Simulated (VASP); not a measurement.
# NaI (Fm-3m) in VASP: settings compared

Aim: see how the results for NaI move with the level of theory and the settings. Levels: PBEsol, r2SCAN. Tasks: single point, relaxation of cell and atoms.

Program: VASP 6.6.1. These are calculated values, not measurements. Logs are shortened: lines on timing, memory, paths and dates and some standing lists are left out, and cuts for length are marked.

### Step 1. The cell of the first run

Symmetry: Fm-3m, No. 225, cubic system. Conventional cell: a = 6.017 Å, b = 6.017 Å, c = 6.017 Å, α = 90.00°, β = 90.00°, γ = 90.00°. Within 4.0 Å of Na (site symmetry m-3m) lie 6 I at 3.01 Å. I (site symmetry m-3m) has 6 Na at 3.01 Å within 4.0 Å.

### Step 2. Single point, PBEsol

Contents of INCAR:

```
SYSTEM = NaI
PREC = Accurate
ENCUT = 520
EDIFF = 1E-6
ISMEAR = 0
SIGMA = 0.01
LREAL = .FALSE.
LASPH = .TRUE.
NELM = 100
ALGO = Normal
ISIF = 2
LWAVE = .FALSE.
LCHARG = .FALSE.
GGA = PS
NBANDS = 14
```

Contents of KPOINTS:

```
Automatic mesh
0
G
  6 6 6
  0 0 0
```

Contents of POSCAR:

```
NaI
1.0
    0.0000000000      3.0086063350      3.0086063350
    3.0086063350      0.0000000000      3.0086063350
    3.0086063350      3.0086063350      0.0000000000
Na I
1 1
Direct
    0.0000000000      0.0000000000      0.0000000000
    0.5000000000      0.5000000000      0.5000000000
```

Potentials or basis: VASP PAW PBE potentials, release 64 (Na_pv, I).

Command:

```sh
$ cat potpaw_PBE.64/Na_pv/POTCAR potpaw_PBE.64/I/POTCAR > POTCAR
$ mpirun -np 1 vasp_std > vasp.out
```

OUTCAR:

```text
SYSTEM = NaI
   PREC = Accurate
   ENCUT = 520
   EDIFF = 1E-6
   ISMEAR = 0
   LREAL = .FALSE.
   LASPH = .TRUE.
   NELM = 100
   ISIF = 2
   GGA = PS

 ion  position               nearest neighbor table
   1  0.000  0.000  0.000-   2 3.01   2 3.01   2 3.01   2 3.01   2 3.01   2 3.01
   2  0.500  0.500  0.500-   1 3.01   1 3.01   1 3.01   1 3.01   1 3.01   1 3.01

  LATTYP: Found a face centered cubic cell.
 ALAT       =     6.0172126700

  Lattice vectors:

 A1 = (   0.0000000000,   3.0086063350,   3.0086063350)
 A2 = (   3.0086063350,   0.0000000000,   3.0086063350)
 A3 = (   3.0086063350,   3.0086063350,   0.0000000000)

Analysis of symmetry for initial positions (statically):
=====================================================================
 Subroutine PRICEL returns:
 Original cell was already a primitive cell.

 Routine SETGRP: Setting up the symmetry group for a
 face centered cubic supercell.

 Subroutine GETGRP returns: Found 48 space group operations
 (whereof 48 operations were pure point group operations)
 out of a pool of 48 trial point group operations.

The static configuration has the point symmetry O_h .

Analysis of symmetry for dynamics (positions and initial velocities):
=====================================================================
 Subroutine PRICEL returns:
 Original cell was already a primitive cell.

 Routine SETGRP: Setting up the symmetry group for a
 face centered cubic supercell.

 Subroutine GETGRP returns: Found 48 space group operations
 (whereof 48 operations were pure point group operations)
 out of a pool of 48 trial point group operations.

The dynamic configuration has the point symmetry O_h .

 Subroutine INISYM returns: Found 48 space group operations
 (whereof 48 operations are pure point group operations),
 and found     1 'primitive' translations

----------------------------------------------------------------------------------------

                                     Primitive cell

  volume of cell :      54.4661

  direct lattice vectors                    reciprocal lattice vectors
     0.000000000  3.008606335  3.008606335    -0.166189905  0.166189905  0.166189905
     3.008606335  0.000000000  3.008606335     0.166189905 -0.166189905  0.166189905
     3.008606335  3.008606335  0.000000000     0.166189905  0.166189905 -0.166189905

  length of vectors
     4.254811883  4.254811883  4.254811883     0.287849359  0.287849359  0.287849359

  position of ions in fractional coordinates (direct lattice)
     0.000000000  0.000000000  0.000000000
     0.500000000  0.500000000  0.500000000

  ion indices of the primitive-cell ions
   primitive index   ion index
                 1           1
                 2           2

----------------------------------------------------------------------------------------

 KPOINTS: Automatic mesh

Automatic generation of k-mesh.
 Grid dimensions read from file:
 generate k-points for:    6    6    6

 Generating k-lattice:

  Cartesian coordinates                     Fractional coordinates (reciprocal lattice)
    -0.027698317  0.027698317  0.027698317     0.166666667  0.000000000  0.000000000
     0.027698317 -0.027698317  0.027698317     0.000000000  0.166666667  0.000000000
     0.027698317  0.027698317 -0.027698317     0.000000000  0.000000000  0.166666667

  Length of vectors
     0.047974893  0.047974893  0.047974893

  Shift w.r.t. Gamma in fractional coordinates (k-lattice)
     0.000000000  0.000000000  0.000000000

 Subroutine IBZKPT returns following result:
 ===========================================

 Found     16 irreducible k-points:

 Following reciprocal coordinates:
            Coordinates               Weight
  0.000000  0.000000  0.000000      1.000000
  0.166667  0.000000  0.000000      8.000000
  0.333333  0.000000  0.000000      8.000000
  0.500000  0.000000  0.000000      4.000000
  0.166667  0.166667  0.000000      6.000000
  0.333333  0.166667  0.000000     24.000000
[... 8 lines left out ...]
 -0.333333  0.333333  0.166667     24.000000
 -0.333333  0.500000  0.166667     12.000000
   k-points           NKPTS =     16   k-points in BZ     NKDIM =     16   number of bands    NBANDS=     14
   number of dos      NEDOS =    301   number of ions     NIONS =      2
   total plane-waves  NPLWV =  32768
   dimension x,y,z NGX =    32 NGY =   32 NGZ =   32
   dimension x,y,z NGXF=    64 NGYF=   64 NGZF=   64
   ions per type =               1   1
   NGX,Y,Z   is equivalent  to a cutoff of  12.50, 12.50, 12.50 a.u.
   NGXF,Y,Z  is equivalent  to a cutoff of  25.01, 25.01, 25.01 a.u.
 SYSTEM =  NaI
   PREC   = accura    normal or accurate (medium, high low for compatibility)
   ISTART =      0    job   : 0-new  1-cont  2-samecut
   ICHARG =      2    charge: 1-file 2-atom 10-const
   ISPIN  =      1    spin polarized calculation?
   LNONCOLLINEAR =      F non collinear calculations
   LSORBIT =      F    spin-orbit coupling
   LASPH  =      T    aspherical Exc in radial PAW
   ENCUT  =  520.0 eV  38.22 Ry    6.18 a.u.   7.91  7.91  7.91*2*pi/ulx,y,z
   NELM   =    100;   NELMIN=  2; NELMDL= -5     # of ELM steps
   EDIFF  = 0.1E-05   stopping-criterion for ELM
   LREAL  =      F    real-space projection
   EDIFFG = 0.1E-04   stopping-criterion for IOM
   NSW    =      0    number of steps for IOM
   IBRION =     -1    ionic relax: 0-MD 1-quasi-New 2-CG
   NFREE  =      0    steps in history (QN), initial steepest desc. (CG)
   ISIF   =      2    stress and relaxation
   ISYM   =      2    0-nonsym 1-usesym 2-fastsym
   POTIM  = 0.5000    time-step for ionic-motion
   TEBEG  =    0.0;   TEEND  =   0.0 temperature during run
   PSTRESS=    0.0 pullay stress
   NELECT =      14.0000    total number of electrons
   NUPDOWN=      -1.0000    fix difference up-down
   EMIN   =  10.00;   EMAX   =-10.00  energy-range for DOS
   EFERMI =   0.00;   METHOD = LEGACY
   ISMEAR =     0;   SIGMA  =   0.01  broadening in eV -4-tet -1-fermi 0-gaus
   EFERMI_NEDOS =   21; number of points for ismear=-14 and -15
   IALGO  =     38    algorithm
   IMIX   =      4    mixing-type and parameters
     AMIX     =   0.40;   BMIX     =  1.00
     AMIX_MAG =   1.60;   BMIX_MAG =  1.00
  volume/ion in A,a.u.               =      27.23       183.78
  Fermi-wavevector in a.u.,A,eV,Ry     =   1.040900  1.967015 14.741529  1.083472
  Thomas-Fermi vector in A             =   2.175496
   LORBIT       =      0    0 simple, 1 ext, 2 COOP (PROOUT), +10 PAW based schemes
   GGA     = PS    functional components
   LHFCALC =     F    Hartree Fock is set to
   AEXX    =    0.0000 exact exchange contribution
   IVDW    =     0    specifies the selected vdW correction
   LEPSILON=     F    determine dielectric tensor
   LRPA    =     F    only Hartree local field effects (RPA)
 non-spin polarized calculation
 Gauss-broadening in eV      SIGMA  =   0.01
  energy-cutoff  :      520.00
  volume of cell :       54.47
 maximum number of plane-waves:      1484
   NGX = 15   NGY = 15   NGZ = 15

 number of electron      13.9999999 magnetization

 Free energy of the ion-electron system (eV)
  ---------------------------------------------------
  ext. energy  EPLUGINS =         0.00000000
  ---------------------------------------------------
  free energy    TOTEN  =        -5.52008452 eV

  energy without entropy =       -5.52008452  energy(sigma->0) =       -5.52008452

 E-fermi :   2.5333     XC(G=0):  -8.7691

 val. band max:        2.4738352537   @ k =   0.0000   0.0000   0.0000
 cond. band min:       6.6648878564   @ k =   0.0000   0.0000   0.0000
 fundamental gap:      4.1910526027
 Fermi energy:         2.5333480339

 k-point     1 :       0.0000    0.0000    0.0000
  band No.  band energies     occupation
      1     -19.6603      2.00000
      2     -19.6603      2.00000
      3     -19.6603      2.00000
      4      -9.2937      2.00000
      5       2.4738      2.00000
      6       2.4738      2.00000
      7       2.4738      2.00000
      8       6.6649      0.00000
      9      10.2446      0.00000
     10      10.2446      0.00000
     11      10.2446      0.00000
     12      12.5148      0.00000
     13      12.5148      0.00000
     14      12.7607      0.00000

 k-point     2 :       0.1667    0.0000    0.0000
  band No.  band energies     occupation
      1     -19.6647      2.00000
      2     -19.6605      2.00000
      3     -19.6605      2.00000
      4      -9.1581      2.00000
      5       1.4147      2.00000
      6       2.3483      2.00000
      7       2.3483      2.00000
      8       7.5499      0.00000
      9       9.8805      0.00000
     10      10.5432      0.00000
     11      10.5433      0.00000
     12      11.9871      0.00000
     13      11.9871      0.00000
     14      13.8374      0.00000

 k-point     3 :       0.3333    0.0000    0.0000
  band No.  band energies     occupation
      1     -19.6733      2.00000
      2     -19.6608      2.00000
      3     -19.6608      2.00000
      4      -8.8593      2.00000
      5      -0.0540      2.00000
      6       2.1205      2.00000
      7       2.1205      2.00000
      8       7.6106      0.00000
      9      10.2400      0.00000
     10      10.2400      0.00000
     11      11.5537      0.00000
     12      13.0867      0.00000
     13      13.1318      0.00000
     14      13.1318      0.00000
[... 188 lines left out ...]
 k-point    15 :      -0.3333    0.3333    0.1667
  band No.  band energies     occupation
      1     -19.6722      2.00000
      2     -19.6669      2.00000
      3     -19.6636      2.00000
      4      -8.5778      2.00000
      5      -0.0458      2.00000
      6       0.7034      2.00000
      7       1.4751      2.00000
      8       8.7682      0.00000
      9       9.2395      0.00000
     10      10.7537      0.00000
     11      11.4370      0.00000
     12      13.4794      0.00000
     13      15.3668      0.00000
     14      16.5122      0.00000

 k-point    16 :      -0.3333    0.5000    0.1667
  band No.  band energies     occupation
      1     -19.6707      2.00000
      2     -19.6671      2.00000
      3     -19.6658      2.00000
      4      -8.5433      2.00000
      5       0.0088      2.00000
      6       0.8068      2.00000
      7       1.1348      2.00000
      8       8.1183      0.00000
      9       8.6998      0.00000
     10      11.5799      0.00000
     11      11.6992      0.00000
     12      15.3032      0.00000
     13      15.9902      0.00000
     14      16.3653      0.00000

------------------------ aborting loop because EDIFF is reached ----------------------------------------

  FORCE on cell =-STRESS in cart. coord.  units (eV):
  Direction    XX          YY          ZZ          XY          YZ          ZX
  --------------------------------------------------------------------------------------
  -------------------------------------------------------------------------------------
  Total        1.7221493      1.7221493      1.7221493      0.0000000      0.0000000     -0.0000000
  in kB       50.6588452     50.6588452     50.6588452      0.0000000      0.0000000     -0.0000000
  external PRESSURE =      50.6588452 kB  Pullay stress =       0.0000000 kB

 VOLUME and BASIS-vectors are now :
 -----------------------------------------------------------------------------
  energy-cutoff  :      520.00
  volume of cell :       54.47
      direct lattice vectors                 reciprocal lattice vectors
     0.000000000  3.008606335  3.008606335    -0.166189905  0.166189905  0.166189905
     3.008606335  0.000000000  3.008606335     0.166189905 -0.166189905  0.166189905
     3.008606335  3.008606335  0.000000000     0.166189905  0.166189905 -0.166189905

 POSITION                                       TOTAL-FORCE (eV/Angst)
 -----------------------------------------------------------------------------------
      0.00000      0.00000      0.00000        -0.000000      0.000000      0.000000
      3.00861      3.00861      3.00861         0.000000     -0.000000      0.000000
 -----------------------------------------------------------------------------------
    total drift:                                0.000000     -0.000000     -0.000000

  FREE ENERGIE OF THE ION-ELECTRON SYSTEM (eV)
  ---------------------------------------------------
  free  energy   TOTEN  =        -5.5200845171 eV

  energy  without entropy=       -5.5200845171  energy(sigma->0) =       -5.52008452
```

Run time: 5.2 s. Hardware: 1 thread of Intel Xeon 6975P-C (Granite Rapids), shared host; peak memory 0.17 GiB.

Results:

| Quantity | Value |
| --- | --- |
| Free energy | -5.5201 eV |
| Pressure | 5.1 GPa |
| Band gap on the k mesh | 4.19 eV |

Levels at points of the mesh, in eV from the valence-band top:
```csv
k point,band 3,band 4,band 5,band 6,band 7,band 8,band 9,band 10,band 11,band 12
"(0.00, 0.00, 0.00)",-22.13,-11.77,0.00,0.00,0.00,4.19,7.77,7.77,7.77,10.04
"(0.50, 0.00, 0.00)",-22.13,-11.17,-3.14,-0.46,-0.46,4.96,7.50,7.50,10.19,10.86
"(0.50, 0.50, 0.00)",-22.14,-11.03,-2.78,-1.11,-1.11,4.54,4.91,11.21,12.28,12.55
```

Caveat: the cell stands under pressure; the PAW data sets were made with another functional, which shifts forces and pressure a little; spin-orbit coupling is left out, which moves the levels of the heavy elements. A k mesh can miss the band edges.

(Continued in part 2 of 2.)
